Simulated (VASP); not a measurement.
Crystal: CdS.

```
Cd S
1.0
     0.00000    2.93921    2.93921
     2.93921    0.00000    2.93921
     2.93921    2.93921    0.00000
Cd S
1 1
Cartesian
  0.0000 0.0000 0.0000
  1.4696 1.4696 1.4696
```

Base run:

* Program: VASP 6.6.1
* Functional: PBE
* Potentials or basis: VASP PAW PBE potentials, release 64 (Cd, S)
* Cutoff: 520 eV
* k mesh: 6 × 6 × 6
* Occupations: gaussian, width 0.01 eV
* Spin: no spin polarisation

Its results: band gap on the k mesh 1.10 eV, direct; pressure 1.7 GPa.

**Question.** The run is repeated on the same cell with these changes: functional from PBE to r2SCAN. What comes out?

**Answer.** Band gap on the k mesh 1.54 eV, direct; pressure 0.3 GPa.

r2SCAN gives the wider gap, since meta-GGAs in the generalised Kohn-Sham scheme recover part of the derivative discontinuity.

Caveats: the PAW data sets were made with another functional, which shifts forces and pressure a little (some runs).

